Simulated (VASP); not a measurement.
# WS2 (Cm) in VASP: notebook

Runs on WS2. Level: PBE+D3(BJ). Tasks: single point.

Program: VASP 6.6.1. These are calculated values, not measurements. Logs are shortened: lines on timing, memory, paths and dates and some standing lists are left out, and cuts for length are marked.

## Step 1: The cell of the first run

The structure is monoclinic, space group Cm (No. 8). The conventional cell has a = 5.463 Å, b = 3.154 Å, c = 12.140 Å, α = 90.00°, β = 90.00°, γ = 90.00°. W (site symmetry m) has 6 S at 2.41 Å and 6 W at 3.15 Å within 3.2 Å. Within 3.2 Å of W (site symmetry m) lie 6 S at 2.41 to 2.73 Å and 6 W at 3.15 Å. Within 3.3 Å of S (site symmetry m) lie 3 W at 2.41 to 2.73 Å and 9 S at 3.03 to 3.29 Å. S (site symmetry m) has 3 W at 2.41 Å and 7 S at 3.15 Å within 3.2 Å. S (site symmetry m) has 3 W at 2.41 Å and 6 S at 3.15 Å within 3.2 Å. S (site symmetry m) has 3 W at 2.41 Å and 10 S at 3.03 to 3.29 Å within 3.3 Å.

## Step 2: Single point, PBE+D3(BJ) (atom 3 (S) moved by (+0.300, -0.300) A along y and z)

Contents of INCAR:

```
SYSTEM = WS2
PREC = Accurate
ENCUT = 520
EDIFF = 1E-6
ISMEAR = 0
SIGMA = 0.05
LREAL = .False.
LASPH = .True.
NELM = 60
ALGO = Normal
ISIF = 2
LWAVE = .False.
LCHARG = .False.
GGA = PE
IVDW = 12
NBANDS = 35
```

Contents of KPOINTS:

```
Automatic mesh
0
Gamma
  12 12 4
  0 0 0
```

Contents of POSCAR:

```
WS2
1.0
    3.1542061832      0.0000000000      0.0000000000
   -1.5771030916      2.7316226834      0.0000000000
    0.0000000000      0.0000000000     12.1399091344
W S
2 4
Direct
    0.3333333333      0.6666666667      0.2500000000
    0.6666666667      0.3333333333      0.7500000000
    0.3882457489      0.7764914978      0.5955755389
    0.6666666667      0.3333333333      0.1202874207
    0.3333333333      0.6666666667      0.8797125793
    0.6666666667      0.3333333333      0.3797125793
```

Potentials or basis: VASP PAW PBE potentials, release 64 (W_sv, S).

Run with:

```console
cat potpaw_PBE.64/W_sv/POTCAR potpaw_PBE.64/S/POTCAR > POTCAR
mpirun -np 1 vasp_std > vasp.out
```

OUTCAR:

```text
SYSTEM = WS2
   PREC = Accurate
   ENCUT = 520
   EDIFF = 1E-6
   ISMEAR = 0
   LREAL = .False.
   LASPH = .True.
   NELM = 60
   ISIF = 2
   GGA = PE
   IVDW = 12
 IVDW          = 12

 ion  position               nearest neighbor table
   1  0.333  0.667  0.250-   4 2.41   6 2.41   4 2.41   6 2.41   4 2.41   6 2.41
   2  0.667  0.333  0.750-   5 2.41   5 2.41   5 2.41   3 2.41   3 2.73   3 2.73
   3  0.388  0.776  0.596-   2 2.41   2 2.73   2 2.73
   4  0.667  0.333  0.120-   1 2.41   1 2.41   1 2.41
   5  0.333  0.667  0.880-   2 2.41   2 2.41   2 2.41
   6  0.667  0.333  0.380-   1 2.41   1 2.41   1 2.41

  LATTYP: Found a hexagonal cell.
 ALAT       =     3.1542061832
 C/A-ratio  =     3.8488001194

  Lattice vectors:

 A1 = (   3.1542061832,   0.0000000000,   0.0000000000)
 A2 = (  -1.5771030916,   2.7316226834,   0.0000000000)
 A3 = (   0.0000000000,   0.0000000000,  12.1399091344)

Analysis of symmetry for initial positions (statically):
=====================================================================
 Subroutine PRICEL returns:
 Original cell was already a primitive cell.

 Routine SETGRP: Setting up the symmetry group for a
 hexagonal supercell.

 Subroutine GETGRP returns: Found  2 space group operations
 (whereof  2 operations were pure point group operations)
 out of a pool of 24 trial point group operations.

The static configuration has the point symmetry C_1h.

Analysis of symmetry for dynamics (positions and initial velocities):
=====================================================================
 Subroutine PRICEL returns:
 Original cell was already a primitive cell.

 Routine SETGRP: Setting up the symmetry group for a
 hexagonal supercell.

 Subroutine GETGRP returns: Found  2 space group operations
 (whereof  2 operations were pure point group operations)
 out of a pool of 24 trial point group operations.

The dynamic configuration has the point symmetry C_1h.

 Subroutine INISYM returns: Found  2 space group operations
 (whereof  2 operations are pure point group operations),
 and found     1 'primitive' translations

----------------------------------------------------------------------------------------

                                     Primitive cell

  volume of cell :     104.5987

  direct lattice vectors                    reciprocal lattice vectors
     3.154206183  0.000000000  0.000000000     0.317036979  0.183041385  0.000000000
    -1.577103092  2.731622683  0.000000000     0.000000000  0.366082771  0.000000000
     0.000000000  0.000000000 12.139909134     0.000000000  0.000000000  0.082372939

  length of vectors
     3.154206183  3.154206183 12.139909134     0.366082771  0.366082771  0.082372939

  position of ions in fractional coordinates (direct lattice)
     0.333333333  0.666666667  0.250000000
     0.666666667  0.333333333  0.750000000
     0.388245749  0.776491498  0.595575539
     0.666666667  0.333333333  0.120287421
     0.333333333  0.666666667  0.879712579
     0.666666667  0.333333333  0.379712579

  ion indices of the primitive-cell ions
   primitive index   ion index
                 1           1
                 2           2
                 3           3
                 4           4
                 5           5
                 6           6

----------------------------------------------------------------------------------------

 KPOINTS: Automatic mesh

Automatic generation of k-mesh.
 Grid dimensions read from file:
 generate k-points for:   12   12    4

 Generating k-lattice:

  Cartesian coordinates                     Fractional coordinates (reciprocal lattice)
     0.026419748  0.015253449  0.000000000     0.083333333  0.000000000  0.000000000
     0.000000000  0.030506898  0.000000000     0.000000000  0.083333333  0.000000000
     0.000000000  0.000000000  0.020593235     0.000000000  0.000000000  0.250000000

  Length of vectors
     0.030506898  0.030506898  0.020593235

  Shift w.r.t. Gamma in fractional coordinates (k-lattice)
     0.000000000  0.000000000  0.000000000

 Subroutine IBZKPT returns following result:
 ===========================================

 Found    164 irreducible k-points:

 Following reciprocal coordinates:
            Coordinates               Weight
  0.000000  0.000000  0.000000      1.000000
  0.083333 -0.000000  0.000000      4.000000
  0.000000  0.083333  0.000000      2.000000
  0.166667 -0.000000  0.000000      4.000000
  0.000000  0.166667  0.000000      2.000000
  0.250000  0.000000  0.000000      4.000000
[... 16 lines left out ...]
 -0.083333  0.416667  0.000000      4.000000
 -0.416667  0.333333  0.000000      4.000000
 [... further k-points ...]
   k-points           NKPTS =    164   k-points in BZ     NKDIM =    164   number of bands    NBANDS=     35
   number of dos      NEDOS =    301   number of ions     NIONS =      6
   total plane-waves  NPLWV =  51840
   dimension x,y,z NGX =    24 NGY =   24 NGZ =   90
   dimension x,y,z NGXF=    48 NGYF=   48 NGZF=  180
   ions per type =               2   4
   NGX,Y,Z   is equivalent  to a cutoff of  12.65, 12.65, 12.32 a.u.
   NGXF,Y,Z  is equivalent  to a cutoff of  25.30, 25.30, 24.65 a.u.
 SYSTEM =  WS2
   PREC   = accura    normal or accurate (medium, high low for compatibility)
   ISTART =      0    job   : 0-new  1-cont  2-samecut
   ICHARG =      2    charge: 1-file 2-atom 10-const
   ISPIN  =      1    spin polarized calculation?
   LNONCOLLINEAR =      F non collinear calculations
   LSORBIT =      F    spin-orbit coupling
   LASPH  =      T    aspherical Exc in radial PAW
   ENCUT  =  520.0 eV  38.22 Ry    6.18 a.u.   5.86  5.86 22.57*2*pi/ulx,y,z
   NELM   =     60;   NELMIN=  2; NELMDL= -5     # of ELM steps
   EDIFF  = 0.1E-05   stopping-criterion for ELM
   LREAL  =      F    real-space projection
   EDIFFG = 0.1E-04   stopping-criterion for IOM
   NSW    =      0    number of steps for IOM
   IBRION =     -1    ionic relax: 0-MD 1-quasi-New 2-CG
   NFREE  =      0    steps in history (QN), initial steepest desc. (CG)
   ISIF   =      2    stress and relaxation
   ISYM   =      2    0-nonsym 1-usesym 2-fastsym
   POTIM  = 0.5000    time-step for ionic-motion
   TEBEG  =    0.0;   TEEND  =   0.0 temperature during run
   PSTRESS=    0.0 pullay stress
   NELECT =      52.0000    total number of electrons
   NUPDOWN=      -1.0000    fix difference up-down
   EMIN   =  10.00;   EMAX   =-10.00  energy-range for DOS
   EFERMI =   0.00;   METHOD = LEGACY
   ISMEAR =     0;   SIGMA  =   0.05  broadening in eV -4-tet -1-fermi 0-gaus
   EFERMI_NEDOS =   21; number of points for ismear=-14 and -15
   IALGO  =     38    algorithm
   IMIX   =      4    mixing-type and parameters
     AMIX     =   0.40;   BMIX     =  1.00
     AMIX_MAG =   1.60;   BMIX_MAG =  1.00
  volume/ion in A,a.u.               =      17.43       117.64
  Fermi-wavevector in a.u.,A,eV,Ry     =   1.296882  2.450752 22.883686  1.681903
  Thomas-Fermi vector in A             =   2.428310
   LORBIT       =      0    0 simple, 1 ext, 2 COOP (PROOUT), +10 PAW based schemes
   GGA     = PE    functional components
   LHFCALC =     F    Hartree Fock is set to
   AEXX    =    0.0000 exact exchange contribution
   IVDW    =    12    specifies the selected vdW correction
   LEPSILON=     F    determine dielectric tensor
   LRPA    =     F    only Hartree local field effects (RPA)
 non-spin polarized calculation
 Gauss-broadening in eV      SIGMA  =   0.05
  energy-cutoff  :      520.00
  volume of cell :      104.60
 maximum number of plane-waves:      2841
   NGX = 11   NGY = 11   NGZ = 45

 number of electron      51.9999998 magnetization

 Free energy of the ion-electron system (eV)
  ---------------------------------------------------
  ext. energy  EPLUGINS =         0.00000000
  ---------------------------------------------------
  free energy    TOTEN  =       -46.28513346 eV

  energy without entropy =      -46.28513346  energy(sigma->0) =      -46.28513346

 E-fermi :   7.9216     XC(G=0): -11.1601

 val. band max:        7.6439739444   @ k =   0.0000   0.0000   0.0000
 cond. band min:       8.2477404666   @ k =  -0.3333   0.1667   0.0000
 fundamental gap:      0.6037665223
 Fermi energy:         7.9216247029

 k-point     1 :       0.0000    0.0000    0.0000
  band No.  band energies     occupation
      1     -66.9781      2.00000
      2     -66.9577      2.00000
      3     -31.2363      2.00000
      4     -31.1906      2.00000
      5     -31.0589      2.00000
      6     -31.0585      2.00000
[... 27 lines left out ...]
     34      10.5371      0.00000
     35      12.4596      0.00000

 k-point     2 :       0.0833   -0.0000    0.0000
  band No.  band energies     occupation
      1     -66.9768      2.00000
      2     -66.9564      2.00000
      3     -31.2318      2.00000
      4     -31.1868      2.00000
      5     -31.0836      2.00000
      6     -31.0646      2.00000
[... 27 lines left out ...]
     34      10.6292      0.00000
     35      12.9814      0.00000

 k-point     3 :       0.0000    0.0833    0.0000
  band No.  band energies     occupation
      1     -66.9768      2.00000
      2     -66.9564      2.00000
      3     -31.2318      2.00000
      4     -31.1867      2.00000
      5     -31.0839      2.00000
      6     -31.0643      2.00000
[... 27 lines left out ...]
     34      10.5329      0.00000
     35      12.9638      0.00000
[... 723 lines left out ...]
 k-point    23 :      -0.0833    0.4167    0.0000
  band No.  band energies     occupation
      1     -66.9615      2.00000
      2     -66.9417      2.00000
      3     -31.3666      2.00000
      4     -31.2553      2.00000
      5     -31.1770      2.00000
      6     -31.1456      2.00000
[... 27 lines left out ...]
     34      11.9918      0.00000
     35      12.8209      0.00000

 k-point    24 :      -0.4167    0.3333    0.0000
  band No.  band energies     occupation
      1     -66.9615      2.00000
      2     -66.9418      2.00000
      3     -31.3662      2.00000
      4     -31.2525      2.00000
      5     -31.1770      2.00000
      6     -31.1459      2.00000
[... 27 lines left out ...]
     34      11.8856      0.00000
     35      12.9175      0.00000

 [... further k-points ...]

------------------------ aborting loop because EDIFF is reached ----------------------------------------

 Edisp (eV)   -2.61535

 E8    (eV) :    -1.0994

  FORCE on cell =-STRESS in cart. coord.  units (eV):
  Direction    XX          YY          ZZ          XY          YZ          ZX
  --------------------------------------------------------------------------------------
  -------------------------------------------------------------------------------------
  Total      -1.59830    -1.96731    -5.76256     0.00000     2.59046     0.00000
  in kB     -24.48175   -30.13409   -88.26723     0.00000    39.67907     0.00000
  external pressure =      -47.63 kB  Pullay stress =        0.00 kB

 VOLUME and BASIS-vectors are now :
 -----------------------------------------------------------------------------
  energy-cutoff  :      520.00
  volume of cell :      104.60
      direct lattice vectors                 reciprocal lattice vectors
     3.154206183  0.000000000  0.000000000     0.317036979  0.183041385  0.000000000
    -1.577103092  2.731622683  0.000000000     0.000000000  0.366082771  0.000000000
     0.000000000  0.000000000 12.139909134     0.000000000  0.000000000  0.082372939

 POSITION                                       TOTAL-FORCE (eV/Angst)
 -----------------------------------------------------------------------------------
     -0.00000      1.82108      3.03498        -0.000000      0.035276     -0.019551
      1.57710      0.91054      9.10493        -0.000000      1.494691     -2.632075
     -0.00000      2.12108      7.23023        -0.000000     -1.587522      3.234373
      1.57710      0.91054      1.46028        -0.000000     -0.011432     -0.006998
     -0.00000      1.82108     10.67963         0.000000      0.016757     -0.409091
      1.57710      0.91054      4.60968        -0.000000      0.052230     -0.166658
 -----------------------------------------------------------------------------------
    total drift:                                0.000000      0.000157     -0.000077

  FREE ENERGIE OF THE ION-ELECTRON SYSTEM (eV)
  ---------------------------------------------------
  free  energy   TOTEN  =       -48.9004798728 eV

  energy  without entropy=      -48.9004798728  energy(sigma->0) =      -48.90047987
```

Wall time 6.6 min (1 thread of Intel Xeon Platinum 8259CL at 2.50GHz (Skylake/Cascade Lake), shared host); peak memory 0.56 GiB.

What came out:

```yaml
Free_energy: -48.9005 eV
Pressure: -4.8 GPa
Largest_force: 3.603 eV/Å
Band_gap_on_the_k_mesh: 0.60 eV (least direct gap 1.42 eV)
Dispersion_energy_per_atom: -0.436 eV
```

Forces on the atoms (eV/Å):
```
W    0.000  0.035 -0.020
W    0.000  1.495 -2.632
S    0.000 -1.588  3.234
S    0.000 -0.011 -0.007
S    0.000  0.017 -0.409
S    0.000  0.052 -0.167
```

Caveat: the cell differs from its parent crystal (atom 3 (S) moved by (+0.300, -0.300) A along y and z); the cell stands under tension; spin-orbit coupling is left out, which moves the levels of the heavy elements; forces of over 1 eV/Å act on the atoms, so gaps and moduli don't describe the material at rest. A k mesh can miss the band edges.

[end of part 1 of 2]
